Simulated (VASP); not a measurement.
# Al (C2/m) in VASP: single point with PBE

Aim: the single point of Al with PBE.

Everything below comes from runs of VASP 6.6.1. Logs are shortened: lines on timing, memory, paths and dates and some standing lists are left out, and cuts for length are marked.

### Step 1. The cell of the first run

Symmetry: C2/m, No. 12, monoclinic system. Conventional cell: a = 4.256 Å, b = 3.235 Å, c = 3.186 Å, α = 90.00°, β = 129.85°, γ = 90.00°. Al (site symmetry 2/m) has 14 Al at 2.67 to 3.30 Å within 3.5 Å.

### Step 2. Single point, PBE (engineering shear strain xy -0.1400, strain +e along x and -e along y -0.0175)

INCAR

```
SYSTEM = Al
  PREC = Accurate
  ENCUT = 520
  EDIFF = 1E-7
  ISMEAR = 0
  SIGMA = 0.15
  LREAL = .False.
  LASPH = .True.
  NELM = 60
  ALGO = Fast
  ISIF = 2
  LWAVE = .False.
  LCHARG = .False.
  GGA = PE
  NBANDS = 8
```

KPOINTS

```
regular mesh
0
Gamma
  20 20 20
  0 0 0
```

POSCAR

```
Al
1.0
   -1.7024295277      1.7590423861      1.6175102401
    1.7024295277     -1.7590423861      1.6175102401
    1.4759780941      1.5325909525     -1.6175102401
Al
1
Direct
    0.0000000000      0.0000000000      0.0000000000
```

Potentials or basis: VASP PAW PBE potentials, release 64 (Al).

On the command line:

```bash
$ cat potpaw_PBE.64/Al/POTCAR > POTCAR
$ mpirun -np 1 vasp_std > vasp.out
```

OUTCAR:

```text
SYSTEM = Al
   PREC = Accurate
   ENCUT = 520
   EDIFF = 1E-7
   ISMEAR = 0
   LREAL = .False.
   LASPH = .True.
   NELM = 60
   ISIF = 2
   GGA = PE

 ion  position               nearest neighbor table
   1  0.000  0.000  0.000-

  LATTYP: Found a base centered monoclinic cell.
 ALAT       =     4.2555123602
 B/A-ratio  =     0.7601952964
 C/A-ratio  =     0.7487851316
 COS(beta)  =    -0.6407360251

  Lattice vectors:

 A1 = (  -1.4759780941,  -1.5325909525,   1.6175102401)
 A2 = (  -1.4759780941,  -1.5325909525,  -1.6175102401)
 A3 = (   3.1784076218,  -0.2264514336,   0.0000000000)

Analysis of symmetry for initial positions (statically):
=====================================================================
 Subroutine PRICEL returns:
 Original cell was already a primitive cell.

 Routine SETGRP: Setting up the symmetry group for a
 base centered monoclinic supercell.

 Subroutine GETGRP returns: Found  4 space group operations
 (whereof  4 operations were pure point group operations)
 out of a pool of  4 trial point group operations.

The static configuration has the point symmetry C_2h.

Analysis of symmetry for dynamics (positions and initial velocities):
=====================================================================
 Subroutine PRICEL returns:
 Original cell was already a primitive cell.

 Routine SETGRP: Setting up the symmetry group for a
 base centered monoclinic supercell.

 Subroutine GETGRP returns: Found  4 space group operations
 (whereof  4 operations were pure point group operations)
 out of a pool of  4 trial point group operations.

The dynamic configuration has the point symmetry C_2h.

 Subroutine INISYM returns: Found  4 space group operations
 (whereof  4 operations are pure point group operations),
 and found     1 'primitive' translations

----------------------------------------------------------------------------------------

                                     Primitive cell

  volume of cell :      16.8397

  direct lattice vectors                    reciprocal lattice vectors
    -1.702429528  1.759042386  1.617510240     0.021751437  0.305296958  0.309117054
     1.702429528 -1.759042386  1.617510240     0.316172676  0.021751437  0.309117054
     1.475978094  1.532590953 -1.617510240     0.337924113  0.327048395  0.000000000

  length of vectors
     2.934081763  2.934081763  2.672767431     0.435008862  0.442709430  0.470269454

  position of ions in fractional coordinates (direct lattice)
     0.000000000  0.000000000  0.000000000

  ion indices of the primitive-cell ions
   primitive index   ion index
                 1           1

----------------------------------------------------------------------------------------

 KPOINTS: regular mesh

Automatic generation of k-mesh.
 Grid dimensions read from file:
 generate k-points for:   20   20   20

 Generating k-lattice:

  Cartesian coordinates                     Fractional coordinates (reciprocal lattice)
     0.001087572  0.015264848  0.015455853     0.050000000 -0.000000000  0.000000000
     0.015808634  0.001087572  0.015455853    -0.000000000  0.050000000  0.000000000
     0.016896206  0.016352420  0.000000000     0.000000000  0.000000000  0.050000000

  Length of vectors
     0.021750443  0.022135471  0.023513473

  Shift w.r.t. Gamma in fractional coordinates (k-lattice)
     0.000000000  0.000000000  0.000000000

 Subroutine IBZKPT returns following result:
 ===========================================

 Found   2112 irreducible k-points:

 Following reciprocal coordinates:
            Coordinates               Weight
  0.000000  0.000000  0.000000      1.000000
  0.050000  0.000000  0.000000      4.000000
  0.100000  0.000000  0.000000      4.000000
  0.150000  0.000000 -0.000000      4.000000
  0.200000  0.000000  0.000000      4.000000
  0.250000  0.000000  0.000000      4.000000
[... 16 lines left out ...]
 -0.450000  0.050000  0.000000      4.000000
 -0.400000  0.050000 -0.000000      4.000000
 [... further k-points ...]
   k-points           NKPTS =   2112   k-points in BZ     NKDIM =   2112   number of bands    NBANDS=      8
   number of dos      NEDOS =    301   number of ions     NIONS =      1
   total plane-waves  NPLWV =  11520
   dimension x,y,z NGX =    24 NGY =   24 NGZ =   20
   dimension x,y,z NGXF=    48 NGYF=   48 NGZF=   40
   ions per type =               1
   NGX,Y,Z   is equivalent  to a cutoff of  13.60, 13.60, 12.44 a.u.
   NGXF,Y,Z  is equivalent  to a cutoff of  27.20, 27.20, 24.88 a.u.
 SYSTEM =  Al
   PREC   = accura    normal or accurate (medium, high low for compatibility)
   ISTART =      0    job   : 0-new  1-cont  2-samecut
   ICHARG =      2    charge: 1-file 2-atom 10-const
   ISPIN  =      1    spin polarized calculation?
   LNONCOLLINEAR =      F non collinear calculations
   LSORBIT =      F    spin-orbit coupling
   LASPH  =      T    aspherical Exc in radial PAW
   ENCUT  =  520.0 eV  38.22 Ry    6.18 a.u.   5.46  5.46  4.97*2*pi/ulx,y,z
   NELM   =     60;   NELMIN=  2; NELMDL= -5     # of ELM steps
   EDIFF  = 0.1E-06   stopping-criterion for ELM
   LREAL  =      F    real-space projection
   EDIFFG = 0.1E-05   stopping-criterion for IOM
   NSW    =      0    number of steps for IOM
   IBRION =     -1    ionic relax: 0-MD 1-quasi-New 2-CG
   NFREE  =      0    steps in history (QN), initial steepest desc. (CG)
   ISIF   =      2    stress and relaxation
   ISYM   =      2    0-nonsym 1-usesym 2-fastsym
   POTIM  = 0.5000    time-step for ionic-motion
   TEBEG  =    0.0;   TEEND  =   0.0 temperature during run
   PSTRESS=    0.0 pullay stress
   NELECT =       3.0000    total number of electrons
   NUPDOWN=      -1.0000    fix difference up-down
   EMIN   =  10.00;   EMAX   =-10.00  energy-range for DOS
   EFERMI =   0.00;   METHOD = LEGACY
   ISMEAR =     0;   SIGMA  =   0.15  broadening in eV -4-tet -1-fermi 0-gaus
   EFERMI_NEDOS =   21; number of points for ismear=-14 and -15
   IALGO  =     68    algorithm
   IMIX   =      4    mixing-type and parameters
     AMIX     =   0.40;   BMIX     =  1.00
     AMIX_MAG =   1.60;   BMIX_MAG =  1.00
  volume/ion in A,a.u.               =      16.84       113.64
  Fermi-wavevector in a.u.,A,eV,Ry     =   0.921165  1.740749 11.545143  0.848544
  Thomas-Fermi vector in A             =   2.046551
   LORBIT       =      0    0 simple, 1 ext, 2 COOP (PROOUT), +10 PAW based schemes
   GGA     = PE    functional components
   LHFCALC =     F    Hartree Fock is set to
   AEXX    =    0.0000 exact exchange contribution
   IVDW    =     0    specifies the selected vdW correction
   LEPSILON=     F    determine dielectric tensor
   LRPA    =     F    only Hartree local field effects (RPA)
 non-spin polarized calculation
 RMM-DIIS sequential band-by-band and
 Gauss-broadening in eV      SIGMA  =   0.15
  energy-cutoff  :      520.00
  volume of cell :       16.84
 maximum number of plane-waves:       469
 NGX is ok and might be reduce to    24
   NGX = 11   NGY = 11   NGZ =  9

 number of electron       3.0000000 magnetization

 Free energy of the ion-electron system (eV)
  ---------------------------------------------------
  ext. energy  EPLUGINS =         0.00000000
  ---------------------------------------------------
  free energy    TOTEN  =        -3.61063114 eV

  energy without entropy =       -3.60578280  energy(sigma->0) =       -3.60820697

 E-fermi :   7.7621     XC(G=0): -10.1194

 val. band max:        7.7592634603   @ k =  -0.3500  -0.3000   0.1000
 cond. band min:       7.7646247373   @ k =   0.3000  -0.2500   0.4500
 fundamental gap:      0.0053612770
 Fermi energy:         7.7620946951

 k-point     1 :       0.0000    0.0000    0.0000
  band No.  band energies     occupation
      1      -3.2088      2.00000
      2      19.3236      0.00000
      3      19.6524      0.00000
      4      19.9868      0.00000
      5      22.0729      0.00000
      6      22.2381      0.00000
      7      22.9612      0.00000
      8      24.0303      0.00000

 k-point     2 :       0.0500    0.0000    0.0000
  band No.  band energies     occupation
      1      -3.1388      2.00000
      2      18.6014      0.00000
      3      19.2285      0.00000
      4      20.3080      0.00000
      5      21.5976      0.00000
      6      22.4703      0.00000
      7      23.0419      0.00000
      8      23.8464      0.00000

 k-point     3 :       0.1000    0.0000    0.0000
  band No.  band energies     occupation
      1      -2.9289      2.00000
      2      17.5510      0.00000
      3      17.8441      0.00000
      4      20.1681      0.00000
      5      21.7261      0.00000
      6      22.1805      0.00000
      7      23.1293      0.00000
      8      24.3341      0.00000

 k-point     4 :       0.1500    0.0000   -0.0000
  band No.  band energies     occupation
      1      -2.5798      2.00000
      2      15.6576      0.00000
      3      17.1066      0.00000
      4      19.3425      0.00000
      5      21.6121      0.00000
      6      22.3473      0.00000
      7      23.3173      0.00000
      8      24.3808      0.00000

 k-point     5 :       0.2000    0.0000    0.0000
  band No.  band energies     occupation
      1      -2.0925      2.00000
      2      13.6966      0.00000
      3      16.4966      0.00000
      4      18.5084      0.00000
      5      21.0565      0.00000
      6      22.2990      0.00000
      7      23.8567      0.00000
      8      24.4715      0.00000

 k-point     6 :       0.2500    0.0000    0.0000
  band No.  band energies     occupation
      1      -1.4684      2.00000
      2      11.7776      0.00000
      3      16.0001      0.00000
      4      17.7499      0.00000
      5      20.5576      0.00000
      6      21.8207      0.00000
      7      24.6241      0.00000
      8      24.9022      0.00000

 k-point     7 :       0.3000    0.0000   -0.0000
  band No.  band energies     occupation
      1      -0.7092      2.00000
      2       9.9388      0.00000
      3      15.6181      0.00000
      4      17.0884      0.00000
      5      20.1466      0.00000
      6      21.2954      0.00000
      7      25.3277      0.00000
      8      25.6456      0.00000

 k-point     8 :       0.3500    0.0000   -0.0000
  band No.  band energies     occupation
      1       0.1828      2.00000
      2       8.1984      0.00004
      3      15.3494      0.00000
      4      16.5367      0.00000
      5      19.8367      0.00000
      6      20.8287      0.00000
      7      26.0220      0.00000
      8      26.5753      0.00000

 k-point     9 :       0.4000   -0.0000    0.0000
  band No.  band energies     occupation
      1       1.2047      2.00000
      2       6.5669      2.00000
      3      15.1878      0.00000
      4      16.1078      0.00000
      5      19.6296      0.00000
      6      20.4623      0.00000
      7      26.7707      0.00000
      8      27.5650      0.00000

 k-point    10 :       0.4500    0.0000   -0.0000
  band No.  band energies     occupation
      1       2.3512      2.00000
      2       5.0535      2.00000
      3      15.1168      0.00000
      4      15.8229      0.00000
      5      19.5169      0.00000
      6      20.2247      0.00000
      7      27.4919      0.00000
      8      28.5008      0.00000
[... 78 lines left out ...]
 k-point    18 :       0.3000    0.0500   -0.0000
  band No.  band energies     occupation
      1      -0.1631      2.00000
      2       8.9726      0.00000
      3      15.0852      0.00000
      4      17.1948      0.00000
      5      20.1772      0.00000
      6      20.8097      0.00000
      7      25.0646      0.00000
      8      26.3220      0.00000

 k-point    19 :       0.3500    0.0500   -0.0000
  band No.  band energies     occupation
      1       0.8037      2.00000
      2       7.2936      1.99999
      3      14.5570      0.00000
      4      16.9664      0.00000
      5      19.8401      0.00000
      6      20.5757      0.00000
      7      25.8438      0.00000
      8      27.3531      0.00000

 k-point    20 :       0.4000    0.0500    0.0000
  band No.  band energies     occupation
      1       1.8978      2.00000
      2       5.7284      2.00000
      3      14.1455      0.00000
      4      16.8510      0.00000
      5      19.5906      0.00000
      6      20.4632      0.00000
      7      26.6860      0.00000
      8      28.2309      0.00000

 k-point    21 :       0.4500    0.0500    0.0000
  band No.  band energies     occupation
      1       3.1026      2.00000
      2       4.2963      2.00000
      3      13.8535      0.00000
      4      16.8454      0.00000
      5      19.4455      0.00000
      6      20.4771      0.00000
      7      27.4554      0.00000
      8      28.5776      0.00000

 k-point    22 :       0.5000    0.0500    0.0000
  band No.  band energies     occupation
      1       2.9168      2.00000
      2       4.4994      2.00000
      3      13.6832      0.00000
      4      16.9452      0.00000
      5      19.4184      0.00000
      6      20.6148      0.00000
      7      27.4726      0.00000
      8      28.6481      0.00000

 k-point    23 :      -0.4500    0.0500    0.0000
  band No.  band energies     occupation
      1       1.7240      2.00000
      2       5.9541      2.00000
      3      13.6359      0.00000
      4      17.1457      0.00000
      5      19.5185      0.00000
      6      20.8712      0.00000
      7      26.7226      0.00000
      8      28.3921      0.00000

 k-point    24 :      -0.4000    0.0500   -0.0000
  band No.  band energies     occupation
      1       0.6483      2.00000
      2       7.5347      1.96792
      3      13.7126      0.00000
      4      17.4418      0.00000
      5      19.7489      0.00000
      6      21.2389      0.00000
      7      25.8741      0.00000
      8      27.6440      0.00000

 [... further k-points ...]
[... 5 lines left out ...]
  --------------------------------------------------------------------------------------
  -------------------------------------------------------------------------------------
  Total        0.1229133      0.2761260      0.2063462      0.6298186      0.0000000      0.0000000
  in kB       11.6943256     26.2714322     19.6323731     59.9227771      0.0000000      0.0000000
  external PRESSURE =      19.1993770 kB  Pullay stress =       0.0000000 kB

 VOLUME and BASIS-vectors are now :
 -----------------------------------------------------------------------------
  energy-cutoff  :      520.00
  volume of cell :       16.84
      direct lattice vectors                 reciprocal lattice vectors
    -1.702429528  1.759042386  1.617510240     0.021751437  0.305296958  0.309117054
     1.702429528 -1.759042386  1.617510240     0.316172676  0.021751437  0.309117054
     1.475978094  1.532590953 -1.617510240     0.337924113  0.327048395  0.000000000

 POSITION                                       TOTAL-FORCE (eV/Angst)
 -----------------------------------------------------------------------------------
      0.00000      0.00000      0.00000         0.000000     -0.000000      0.000000
 -----------------------------------------------------------------------------------
    total drift:                                0.000000      0.000000     -0.000000

  FREE ENERGIE OF THE ION-ELECTRON SYSTEM (eV)
  ---------------------------------------------------
  free  energy   TOTEN  =        -3.6106311386 eV

  energy  without entropy=       -3.6057827994  energy(sigma->0) =       -3.60820697
```

Run time: 3.4 min. Hardware: 1 thread of Intel Xeon Platinum 8259CL at 2.50GHz (Skylake/Cascade Lake), shared host; peak memory 0.34 GiB.

What came out:

| Property | Result |
| --- | --- |
| Free energy | -3.6106 eV |
| Pressure | 1.9 GPa |
| Band gap on the k mesh | zero (an odd number of electrons rules out a gap without spin polarisation) |

Levels at points of the mesh, in eV from the Fermi level:
| k point | band 1 | band 2 | band 3 | band 4 | band 5 |
| --- | --- | --- | --- | --- | --- |
| (0.00, 0.00, 0.00) | -10.97 | 11.56 | 11.89 | 12.22 | 14.31 |
| (0.50, 0.00, 0.00) | -4.30 | -3.94 | 7.34 | 7.96 | 11.72 |
| (0.00, 0.50, 0.00) | -4.13 | -3.62 | 6.62 | 7.29 | 10.95 |
| (0.50, 0.50, 0.00) | -5.07 | -4.75 | 8.59 | 9.39 | 10.61 |
| (0.00, 0.00, 0.50) | -3.51 | -2.43 | 6.71 | 7.90 | 9.20 |
| (0.50, 0.50, 0.50) | 1.21 | 1.78 | 2.86 | 2.91 | 3.24 |

Caveat: the cell differs from its parent crystal (engineering shear strain xy -0.1400, strain +e along x and -e along y -0.0175).
